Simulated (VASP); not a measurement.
# TiSi2 (Cmcm) in VASP: notebook, part 2 of 2

VASP 6.6.1. The steps go on from the part before.

### Step 3. Single point, PBE (15.21 Å³/atom)

This run uses another cell than the first one, of 15.21 Å³/atom.

File INCAR:

```
SYSTEM = TiSi2
ALGO = Normal
EDIFF = 1E-7
ENCUT = 520
GGA = PE
ISIF = 2
ISMEAR = 0
LASPH = .True.
LCHARG = .False.
LREAL = .False.
LWAVE = .False.
NBANDS = 29
NELM = 60
PREC = Accurate
SIGMA = 0.15
```

File KPOINTS:

```
k-points
0
Gamma
  12 12 12
  0 0 0
```

File POSCAR:

```
TiSi2
1.0
    1.7607449617     -7.2934732347      0.0000000000
    1.7607449617      7.2934732347      0.0000000000
    0.0000000000      0.0000000000      3.5529661242
Ti Si
2 4
Direct
    0.8968075259      0.1031924741      0.7500000000
    0.1031924741      0.8968075259      0.2500000000
    0.5591373592      0.4408626408      0.7500000000
    0.4408626408      0.5591373592      0.2500000000
    0.2498287182      0.7501712818      0.7500000000
    0.7501712818      0.2498287182      0.2500000000
```

Potentials or basis: VASP PAW PBE potentials, release 64 (Ti_sv, Si).

The run is started by

```
> cat potpaw_PBE.64/Ti_sv/POTCAR potpaw_PBE.64/Si/POTCAR > POTCAR
> mpirun -np 1 vasp_std > vasp.out
```

OUTCAR:

```text
SYSTEM = TiSi2
   EDIFF = 1E-7
   ENCUT = 520
   GGA = PE
   ISIF = 2
   ISMEAR = 0
   LASPH = .True.
   LREAL = .False.
   NELM = 60
   PREC = Accurate

 ion  position               nearest neighbor table
   1  0.897  0.103  0.750-   4 2.58   4 2.58   4 2.58   4 2.58   5 2.77   5 2.77   6 2.78   6 2.78
                             3 2.95   3 2.95
   2  0.103  0.897  0.250-   3 2.58   3 2.58   3 2.58   3 2.58   6 2.77   6 2.77   5 2.78   5 2.78
                             4 2.95   4 2.95
   3  0.559  0.441  0.750-   4 2.48   4 2.48   2 2.58   2 2.58   2 2.58   2 2.58   1 2.95   1 2.95

   4  0.441  0.559  0.250-   3 2.48   3 2.48   1 2.58   1 2.58   1 2.58   1 2.58   2 2.95   2 2.95

   5  0.250  0.750  0.750-   6 2.50   6 2.50   6 2.50   6 2.50   1 2.77   1 2.77   2 2.78   2 2.78

   6  0.750  0.250  0.250-   5 2.50   5 2.50   5 2.50   5 2.50   2 2.77   2 2.77   1 2.78   1 2.78

  LATTYP: Found a base centered orthorhombic cell.
 ALAT       =     3.5214899234
 B/A-ratio  =     4.1422655713
 C/A-ratio  =     1.0089383191

  Lattice vectors:

 A1 = (   1.7607449617,  -7.2934732347,   0.0000000000)
 A2 = (   1.7607449617,   7.2934732347,   0.0000000000)
 A3 = (   0.0000000000,   0.0000000000,   3.5529661242)

Analysis of symmetry for initial positions (statically):
=====================================================================
 Subroutine PRICEL returns:
 Original cell was already a primitive cell.

 Routine SETGRP: Setting up the symmetry group for a
 base centered orthorhombic supercell.

 Subroutine GETGRP returns: Found  8 space group operations
 (whereof  4 operations were pure point group operations)
 out of a pool of  8 trial point group operations.

The static configuration has the point symmetry C_2h.
 The point group associated with its full space group is D_2h.

Analysis of symmetry for dynamics (positions and initial velocities):
[... 141 lines left out ...]
  volume/ion in A,a.u.               =      15.21       102.64
  Fermi-wavevector in a.u.,A,eV,Ry     =   1.243591  2.350046 21.041658  1.546518
  Thomas-Fermi vector in A             =   2.377895
   LORBIT       =      0    0 simple, 1 ext, 2 COOP (PROOUT), +10 PAW based schemes
   GGA     = PE    functional components
   LHFCALC =     F    Hartree Fock is set to
   AEXX    =    0.0000 exact exchange contribution
   IVDW    =     0    specifies the selected vdW correction
   LEPSILON=     F    determine dielectric tensor
   LRPA    =     F    only Hartree local field effects (RPA)
 non-spin polarized calculation
 Gauss-broadening in eV      SIGMA  =   0.15
  energy-cutoff  :      520.00
  volume of cell :       91.25
 maximum number of plane-waves:      2488
   NGX = 27   NGY = 27   NGZ = 13

 number of electron      40.0000002 magnetization

 Free energy of the ion-electron system (eV)
  ---------------------------------------------------
  ext. energy  EPLUGINS =         0.00000000
  ---------------------------------------------------
  free energy    TOTEN  =       -40.47330904 eV

  energy without entropy =      -40.45351159  energy(sigma->0) =      -40.46341032

 E-fermi :   9.6669     XC(G=0): -11.3228

 val. band max:        9.6556880938   @ k =   0.5000   0.5000   0.4167
 cond. band min:       9.6687259519   @ k =   0.0833   0.0833   0.0000
 fundamental gap:      0.0130378580
 Fermi energy:         9.6669390253

 k-point     1 :       0.0000    0.0000    0.0000
  band No.  band energies     occupation
      1     -47.3666      2.00000
      2     -47.3623      2.00000
      3     -23.7222      2.00000
      4     -23.6719      2.00000
      5     -23.6380      2.00000
      6     -23.6313      2.00000
[... 757 lines left out ...]
     28      12.2887      0.00000
     29      12.9547      0.00000

 [... further k-points ...]

------------------------ aborting loop because EDIFF is reached ----------------------------------------

  FORCE on cell =-STRESS in cart. coord.  units (eV):
  Direction    XX          YY          ZZ          XY          YZ          ZX
  --------------------------------------------------------------------------------------
  -------------------------------------------------------------------------------------
  Total       -0.3645052     -7.4849539     -0.7486133      0.0000000      0.0000000      0.0000000
  in kB       -6.3997417   -131.4158658    -13.1436573      0.0000000      0.0000000      0.0000000
  external PRESSURE =     -50.3197549 kB  Pullay stress =       0.0000000 kB

 VOLUME and BASIS-vectors are now :
 -----------------------------------------------------------------------------
  energy-cutoff  :      520.00
  volume of cell :       91.25
      direct lattice vectors                 reciprocal lattice vectors
     1.760744962 -7.293473235  0.000000000     0.283970712 -0.068554444  0.000000000
     1.760744962  7.293473235  0.000000000     0.283970712  0.068554444  0.000000000
     0.000000000  0.000000000  3.552966124     0.000000000  0.000000000  0.281454977

 POSITION                                       TOTAL-FORCE (eV/Angst)
 -----------------------------------------------------------------------------------
      1.76074     -5.78821      2.66472         0.000000      0.602539      0.000000
      1.76074      5.78821      0.88824         0.000000     -0.602539      0.000000
      1.76074     -0.86263      2.66472         0.000000      0.495563     -0.000000
      1.76074      0.86263      0.88824         0.000000     -0.495563     -0.000000
      1.76074      3.64924      2.66472         0.000000     -0.020890     -0.000000
      1.76074     -3.64924      0.88824         0.000000      0.020890     -0.000000
 -----------------------------------------------------------------------------------
    total drift:                                0.000000      0.000000     -0.000000

  FREE ENERGIE OF THE ION-ELECTRON SYSTEM (eV)
  ---------------------------------------------------
  free  energy   TOTEN  =       -40.4733090436 eV

  energy  without entropy=      -40.4535115938  energy(sigma->0) =      -40.46341032
```

OSZICAR:

```text
N       E                     dE             d eps       ncg     rms          rms(c)
DAV:   1     0.381775673649E+03    0.38178E+03   -0.18811E+04 17482   0.144E+03
DAV:   2     0.903343379649E+00   -0.38087E+03   -0.37043E+03 17633   0.420E+02
DAV:   3    -0.410463913839E+02   -0.41950E+02   -0.41155E+02 28599   0.117E+02
DAV:   4    -0.446235036831E+02   -0.35771E+01   -0.35518E+01 25567   0.302E+01
DAV:   5    -0.448373552314E+02   -0.21385E+00   -0.21378E+00 26271   0.612E+00    0.176E+01
DAV:   6    -0.416121826662E+02    0.32252E+01   -0.45696E+01 25002   0.429E+01    0.857E+00
DAV:   7    -0.406084032357E+02    0.10038E+01   -0.12560E+01 24131   0.241E+01    0.524E+00
DAV:   8    -0.404800009757E+02    0.12840E+00   -0.11473E+00 23263   0.737E+00    0.106E+00
DAV:   9    -0.404733939611E+02    0.66070E-02   -0.78972E-02 25171   0.190E+00    0.639E-01
DAV:  10    -0.404734866319E+02   -0.92671E-04   -0.16795E-02 25016   0.885E-01    0.255E-01
DAV:  11    -0.404733872430E+02    0.99389E-04   -0.43578E-03 24561   0.466E-01    0.724E-02
DAV:  12    -0.404733060038E+02    0.81239E-04   -0.50138E-04 23450   0.165E-01    0.118E-02
DAV:  13    -0.404733097011E+02   -0.36973E-05   -0.23498E-05 26450   0.320E-02    0.741E-03
DAV:  14    -0.404733093486E+02    0.35252E-06   -0.16789E-05 24976   0.283E-02    0.551E-03
DAV:  15    -0.404733090125E+02    0.33605E-06   -0.26903E-06 24082   0.124E-02    0.962E-04
DAV:  16    -0.404733090436E+02   -0.31076E-07   -0.50055E-08 13128   0.157E-03
   1 F= -.40473309E+02 E0= -.40463410E+02  d E =-.197974E-01
```

stdout:

```text
POSCAR found type information on POSCAR TiSi
 POSCAR found :  2 types and       6 ions
 scaLAPACK will be used
 LDA part: xc-table for (Slater+PW92), standard interpolation
 POSCAR, INCAR and KPOINTS ok, starting setup
 FFT: planning ... GRIDC
 FFT: planning ... GRID_SOFT
 FFT: planning ... GRID
 WAVECAR not read
 entering main loop
```

It took 21 min on 1 thread of Oxide Virtual Turin-like, shared host; peak memory 0.72 GiB.

Results:

```
Free energy            : -40.4733 eV
Pressure               : -5.0 GPa
Largest force          : 0.603 eV/Å
Band gap on the k mesh : zero (bands 20 and 21 overlap by 0.86 eV)
```

Forces in eV/Å, atoms in the order of the input:
```
Ti   0.000  0.603  0.000
Ti   0.000 -0.603  0.000
Si   0.000  0.496  0.000
Si   0.000 -0.496  0.000
Si   0.000 -0.021  0.000
Si   0.000  0.021  0.000
```

Stress tensor (GPa, compression positive):
```
 -0.64   0.00   0.00
  0.00 -13.14   0.00
  0.00   0.00  -1.31
```

Caveat: the stress differs along the axes, from -13 to -1 GPa.
